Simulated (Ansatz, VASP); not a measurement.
**SnO: VASP beside Ansatz**

Contents of INCAR:

```
SYSTEM = SnO
PREC = Accurate
ENCUT = 520
EDIFF = 1E-7
ISMEAR = -1
SIGMA = 0.01
LREAL = .False.
LASPH = .True.
NELM = 60
ALGO = Normal
ISIF = 2
LWAVE = .False.
LCHARG = .True.
GGA = PE
LELF = .True.
LVHAR = .True.
NBANDS = 28
```

Contents of KPOINTS:

```
Automatic mesh
0
Gamma
  8 8 6
  0 0 0
```

POSCAR

```
SnO
1.0
    3.8520320533      0.0000000000      0.0000000000
    0.0000000000      3.8520320533      0.0000000000
    0.0000000000      0.0000000000      4.8996388769
Sn O
2 2
Direct
    0.0000000000      0.5000000000      0.2385000000
    0.5000000000      0.0000000000      0.7615000000
    0.0000000000      0.0000000000      0.0000000000
    0.5000000000      0.5000000000      0.0000000000
```

Input for Ansatz:

```yaml
crystal:
  lattice:
    - [3.8520320533, 0.0, 0.0]
    - [0.0, 3.8520320533, 0.0]
    - [0.0, 0.0, 4.8996388769]
  atoms:
    - { symbol: Sn, position: [0.0, 0.5, 0.2385] }
    - { symbol: Sn, position: [0.5, 0.0, 0.7615] }
    - { symbol: O, position: [0.0, 0.0, 0.0] }
    - { symbol: O, position: [0.5, 0.5, 0.0] }
kpoints:
  mp_grid: { grid: [8, 8, 6] }
  band_path:
    path:
      - [0.0, 0.0, 0.0]
      - [0.0, 0.5, 0.0]
      - [0.5, 0.5, 0.0]
      - [0.0, 0.0, 0.0]
      - [0.0, 0.0, 0.5]
      - [0.0, 0.5, 0.5]
      - [0.5, 0.5, 0.5]
      - [0.0, 0.0, 0.5]
      - [0.0, 0.5, 0.0]
    npoints: 5
scf:
  occupations: { method: fermi_dirac, width: 0.01 }
hamiltonian:
  xc: pbe
  pseudopotentials: { kind: all_electron, lapw: { basis_error: 0.001 } }
output:
  forces: true
  stress: true
  eigenvalues: true
```

Change from the starting cell: volume scaled by 1.04.

Alike in both runs: task single point; functional PBE; k mesh 8 × 8 × 6; occupations fermi-dirac, width 0.01 eV; no spin polarisation.

```csv
,VASP,Ansatz
version,VASP 6.6.1,Ansatz 0.2.0
potentials or method,"VASP PAW PBE potentials, release 64 (Sn_d, O), cutoff 520 eV","all-electron LAPW, scalar-relativistic"
```

VASP gave:

```
pressure (GPa)                                                : 0.7
traceless stress, the component that is largest in VASP (GPa) : -0.23
rms of the force components (eV/Å)                            : 0.042
```

**Question.** What did Ansatz give for the same quantities?

**Answer.** Pressure (GPa): 0.4; traceless stress, the component that is largest in VASP (GPa): -0.25; rms of the force components (eV/Å): 0.075.

Atom by atom the forces differ by 0.033 eV/Å (rms over components). Ansatz ran all-electron here, and VASP with PAW potentials.
